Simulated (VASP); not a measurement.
# Si (P6_3/mmc) in VASP: further runs

The runs below take Si through single point, with PBE.

All numbers are computed with VASP 6.6.1; they aren't measurements. Logs are shortened: lines on timing, memory, paths and dates and some standing lists are left out, and cuts for length are marked.

## 1. The cell of the first run

The structure is hexagonal, space group P6_3/mmc (No. 194). The conventional cell has a = 3.831 Å, b = 3.831 Å, c = 6.333 Å, α = 90.00°, β = 90.00°, γ = 120.00°. Within 3.1 Å of Si (site symmetry 3m) lie 4 Si at 2.35 to 2.37 Å.

This isn't the form of Si at room conditions, which is diamond.

## 2. Single point, PBE

The input, INCAR:

```
ALGO     = Normal         # electronic algorithm
EDIFF    = 1E-6           # SCF threshold, eV
ENCUT    = 500            # plane-wave cutoff, eV
GGA      = PE             # functional
GGA_COMPAT= False        
ISIF     = 2              # what is computed and relaxed
ISMEAR   = -1             # smearing method
LASPH    = True           # aspherical terms in the spheres
LCHARG   = True           # write CHGCAR
LELF     = True           # ELF
LREAL    = False          # projectors in reciprocal space
LVHAR    = True         
LWAVE    = False          # write WAVECAR
NBANDS   = 16             # bands
NELM     = 120            # most SCF steps
PREC     = Accurate       # precision mode
SIGMA    = 0.1            # smearing width, eV
```

The input, KPOINTS:

```
k-points
0
Gamma
  3 3 2
```

The input, POSCAR:

```
Si
1.0
    3.8313174600      0.0000000000      0.0000000000
   -1.9156587300      3.3180182503      0.0000000000
    0.0000000000      0.0000000000      6.3326220000
Si
4
Direct
    0.3333333333      0.6666666667      0.0630095000
    0.3333333333      0.6666666667      0.4369905000
    0.6666666667      0.3333333333      0.5630095000
    0.6666666667      0.3333333333      0.9369905000
```

Potentials or basis: VASP PAW PBE potentials, release 64 (Si).

Run with:

```sh
> cat potpaw_PBE.64/Si/POTCAR > POTCAR
> mpirun -np 1 vasp_std > vasp.out
```

OUTCAR:

```text
EDIFF = 1E-6
   ENCUT = 500
   GGA = PE
   ISIF = 2
   ISMEAR = -1
   LASPH = True
   LREAL = False
   NELM = 120
   PREC = Accurate

 ion  position               nearest neighbor table
   1  0.333  0.667  0.063-   4 2.35   4 2.35   4 2.35   2 2.37
   2  0.333  0.667  0.437-   3 2.35   3 2.35   3 2.35   1 2.37
   3  0.667  0.333  0.563-   2 2.35   2 2.35   2 2.35   4 2.37
   4  0.667  0.333  0.937-   1 2.35   1 2.35   1 2.35   3 2.37

  LATTYP: Found a hexagonal cell.
 ALAT       =     3.8313174600
 C/A-ratio  =     1.6528575526

  Lattice vectors:

 A1 = (   3.8313174600,   0.0000000000,   0.0000000000)
 A2 = (  -1.9156587300,   3.3180182503,   0.0000000000)
 A3 = (   0.0000000000,   0.0000000000,   6.3326220000)

Analysis of symmetry for initial positions (statically):
=====================================================================
 Subroutine PRICEL returns:
 Original cell was already a primitive cell.

 Routine SETGRP: Setting up the symmetry group for a
 hexagonal supercell.

 Subroutine GETGRP returns: Found 24 space group operations
 (whereof 12 operations were pure point group operations)
 out of a pool of 24 trial point group operations.

The static configuration has the point symmetry D_3d.
 The point group associated with its full space group is D_6h.

Analysis of symmetry for dynamics (positions and initial velocities):
=====================================================================
 Subroutine PRICEL returns:
 Original cell was already a primitive cell.

 Routine SETGRP: Setting up the symmetry group for a
 hexagonal supercell.

 Subroutine GETGRP returns: Found 24 space group operations
 (whereof 12 operations were pure point group operations)
 out of a pool of 24 trial point group operations.

The dynamic configuration has the point symmetry D_3d.
 The point group associated with its full space group is D_6h.

 Subroutine INISYM returns: Found 24 space group operations
 (whereof 12 operations are pure point group operations),
 and found     1 'primitive' translations

----------------------------------------------------------------------------------------

                                     Primitive cell

  volume of cell :      80.5027

  direct lattice vectors                    reciprocal lattice vectors
     3.831317460  0.000000000  0.000000000     0.261006823  0.150692360  0.000000000
    -1.915658730  3.318018250  0.000000000     0.000000000  0.301384720  0.000000000
     0.000000000  0.000000000  6.332622000     0.000000000  0.000000000  0.157912473

  length of vectors
     3.831317460  3.831317460  6.332622000     0.301384720  0.301384720  0.157912473

  position of ions in fractional coordinates (direct lattice)
     0.333333333  0.666666667  0.063009500
     0.333333333  0.666666667  0.436990500
     0.666666667  0.333333333  0.563009500
     0.666666667  0.333333333  0.936990500

  ion indices of the primitive-cell ions
   primitive index   ion index
                 1           1
                 2           2
                 3           3
                 4           4

----------------------------------------------------------------------------------------

 KPOINTS: k-points

Automatic generation of k-mesh.
 Grid dimensions read from file:
 generate k-points for:    3    3    2

 Generating k-lattice:

  Cartesian coordinates                     Fractional coordinates (reciprocal lattice)
     0.087002274  0.050230787  0.000000000     0.333333333  0.000000000  0.000000000
     0.000000000  0.100461573  0.000000000     0.000000000  0.333333333  0.000000000
     0.000000000  0.000000000  0.078956236     0.000000000  0.000000000  0.500000000

  Length of vectors
     0.100461573  0.100461573  0.078956236

  Shift w.r.t. Gamma in fractional coordinates (k-lattice)
     0.000000000  0.000000000  0.000000000

 Subroutine IBZKPT returns following result:
 ===========================================

 Found      6 irreducible k-points:

 Following reciprocal coordinates:
            Coordinates               Weight
  0.000000  0.000000  0.000000      1.000000
  0.333333 -0.000000  0.000000      6.000000
  0.333333  0.333333  0.000000      2.000000
  0.000000  0.000000  0.500000      1.000000
  0.333333 -0.000000  0.500000      6.000000
  0.333333  0.333333  0.500000      2.000000
   k-points           NKPTS =      6   k-points in BZ     NKDIM =      6   number of bands    NBANDS=     16
   number of dos      NEDOS =    301   number of ions     NIONS =      4
   total plane-waves  NPLWV =  37632
   dimension x,y,z NGX =    28 NGY =   28 NGZ =   48
   dimension x,y,z NGXF=    56 NGYF=   56 NGZF=   96
   ions per type =               4
   NGX,Y,Z   is equivalent  to a cutoff of  12.15, 12.15, 12.60 a.u.
   NGXF,Y,Z  is equivalent  to a cutoff of  24.30, 24.30, 25.20 a.u.
 SYSTEM =  unknown system
   PREC   = accura    normal or accurate (medium, high low for compatibility)
   ISTART =      0    job   : 0-new  1-cont  2-samecut
   ICHARG =      2    charge: 1-file 2-atom 10-const
   ISPIN  =      1    spin polarized calculation?
   LNONCOLLINEAR =      F non collinear calculations
   LSORBIT =      F    spin-orbit coupling
   LASPH  =      T    aspherical Exc in radial PAW
   ENCUT  =  500.0 eV  36.75 Ry    6.06 a.u.   6.99  6.99 11.55*2*pi/ulx,y,z
   NELM   =    120;   NELMIN=  2; NELMDL= -5     # of ELM steps
   EDIFF  = 0.1E-05   stopping-criterion for ELM
   LREAL  =      F    real-space projection
[... 7 lines left out ...]
   TEBEG  =    0.0;   TEEND  =   0.0 temperature during run
   PSTRESS=    0.0 pullay stress
   NELECT =      16.0000    total number of electrons
   NUPDOWN=      -1.0000    fix difference up-down
   EMIN   =  10.00;   EMAX   =-10.00  energy-range for DOS
   EFERMI =   0.00;   METHOD = LEGACY
   ISMEAR =    -1;   SIGMA  =   0.10  broadening in eV -4-tet -1-fermi 0-gaus
   EFERMI_NEDOS =   21; number of points for ismear=-14 and -15
   IALGO  =     38    algorithm
   IMIX   =      4    mixing-type and parameters
     AMIX     =   0.40;   BMIX     =  1.00
     AMIX_MAG =   1.60;   BMIX_MAG =  1.00
  volume/ion in A,a.u.               =      20.13       135.81
  Fermi-wavevector in a.u.,A,eV,Ry     =   0.955384  1.805414 12.418837  0.912759
  Thomas-Fermi vector in A             =   2.084217
   LORBIT       =      0    0 simple, 1 ext, 2 COOP (PROOUT), +10 PAW based schemes
   GGA     = PE    functional components
   LHFCALC =     F    Hartree Fock is set to
   AEXX    =    0.0000 exact exchange contribution
   IVDW    =     0    specifies the selected vdW correction
   LEPSILON=     F    determine dielectric tensor
   LRPA    =     F    only Hartree local field effects (RPA)
 non-spin polarized calculation
  energy-cutoff  :      500.00
  volume of cell :       80.50
 maximum number of plane-waves:      2044
 NGX is ok and might be reduce to    28
   NGX = 13   NGY = 13   NGZ = 23

 number of electron      15.9999999 magnetization

 Free energy of the ion-electron system (eV)
  ---------------------------------------------------
  ext. energy  EPLUGINS =         0.00000000
  ---------------------------------------------------
  free energy    TOTEN  =       -21.02361826 eV

  energy without entropy =      -21.01268825  energy(sigma->0) =      -21.01815325

 E-fermi :   6.3765     XC(G=0):  -9.3520

 val. band max:        6.0851081303   @ k =   0.0000   0.0000   0.0000
 cond. band min:       6.7951860013   @ k =   0.3333  -0.0000   0.0000
 fundamental gap:      0.7100778710
 Fermi energy:         6.3765356788

 k-point     1 :       0.0000    0.0000    0.0000
  band No.  band energies     occupation
      1      -6.1193      2.00000
      2      -3.8318      2.00000
      3      -1.1426      2.00000
      4       4.5616      2.00000
      5       4.5616      2.00000
      6       5.7277      1.99696
[... 8 lines left out ...]
     15      10.2297      0.00000
     16      11.9794      0.00000

 k-point     2 :       0.3333   -0.0000    0.0000
  band No.  band energies     occupation
      1      -4.8797      2.00000
      2      -2.5561      2.00000
      3      -1.2733      2.00000
      4       1.1649      2.00000
      5       1.6849      2.00000
      6       3.2930      2.00000
[... 8 lines left out ...]
     15      13.0525      0.00000
     16      13.1615      0.00000

 k-point     3 :       0.3333    0.3333    0.0000
  band No.  band energies     occupation
      1      -2.9640      2.00000
      2      -2.9640      2.00000
      3      -0.5010      2.00000
      4      -0.5010      2.00000
      5       0.8903      2.00000
      6       2.4902      2.00000
[... 8 lines left out ...]
     15      11.8938      0.00000
     16      11.8938      0.00000

 k-point     4 :       0.0000    0.0000    0.5000
  band No.  band energies     occupation
      1      -5.3305      2.00000
      2      -5.3305      2.00000
      3       1.8442      2.00000
      4       1.8442      2.00000
      5       5.1547      1.99999
      6       5.1547      1.99999
[... 8 lines left out ...]
     15      12.9038      0.00000
     16      12.9038      0.00000

 k-point     5 :       0.3333   -0.0000    0.5000
  band No.  band energies     occupation
      1      -4.1103      2.00000
      2      -4.1103      2.00000
      3       0.1777      2.00000
      4       0.1777      2.00000
      5       3.2812      2.00000
      6       3.2812      2.00000
[... 8 lines left out ...]
     15      13.4585      0.00000
     16      13.4585      0.00000

 k-point     6 :       0.3333    0.3333    0.5000
  band No.  band energies     occupation
      1      -2.6728      2.00000
      2      -2.6728      2.00000
      3      -1.3411      2.00000
      4      -1.3411      2.00000
      5       1.5929      2.00000
      6       1.5929      2.00000
[... 8 lines left out ...]
     15      12.3676      0.00000
     16      12.3676      0.00000

------------------------ aborting loop because EDIFF is reached ----------------------------------------

  FORCE on cell =-STRESS in cart. coord.  units (eV):
  Direction    XX          YY          ZZ          XY          YZ          ZX
  --------------------------------------------------------------------------------------
  -------------------------------------------------------------------------------------
  Total        1.7592243      1.7592243      0.2088467      0.0000000     -0.0000000      0.0000000
  in kB       35.0123552     35.0123552      4.1564985      0.0000000     -0.0000000      0.0000000
  external PRESSURE =      24.7270696 kB  Pullay stress =       0.0000000 kB

 VOLUME and BASIS-vectors are now :
 -----------------------------------------------------------------------------
  energy-cutoff  :      500.00
  volume of cell :       80.50
      direct lattice vectors                 reciprocal lattice vectors
     3.831317460  0.000000000  0.000000000     0.261006823  0.150692360  0.000000000
    -1.915658730  3.318018250  0.000000000     0.000000000  0.301384720  0.000000000
     0.000000000  0.000000000  6.332622000     0.000000000  0.000000000  0.157912473

 POSITION                                       TOTAL-FORCE (eV/Angst)
 -----------------------------------------------------------------------------------
     -0.00000      2.21201      0.39902        -0.000000     -0.000000     -0.099744
     -0.00000      2.21201      2.76730        -0.000000      0.000000      0.099744
      1.91566      1.10601      3.56533         0.000000      0.000000     -0.099744
      1.91566      1.10601      5.93361         0.000000      0.000000      0.099744
 -----------------------------------------------------------------------------------
    total drift:                               -0.000000      0.000000     -0.000000

  FREE ENERGIE OF THE ION-ELECTRON SYSTEM (eV)
  ---------------------------------------------------
  free  energy   TOTEN  =       -21.0236182550 eV

  energy  without entropy=      -21.0126882487  energy(sigma->0) =      -21.01815325
```

Wall time 19 s (1 thread of Intel Xeon 8259CL, shared host); peak memory 0.14 GiB.

Results:

* Free energy: -21.0236 eV
* Pressure: 2.5 GPa
* Largest force: 0.100 eV/Å
* Band gap on the k mesh: 0.71 eV (least direct gap 1.01 eV)

Forces on the atoms (eV/Å):
```
Si   0.000  0.000 -0.100
Si   0.000  0.000  0.100
Si   0.000  0.000 -0.100
Si   0.000  0.000  0.100
```

Caveat: the k points lie up to 0.63 Å⁻¹ apart; semilocal functionals underestimate gaps, and a narrow one can read as zero.

[end of part 1 of 3]
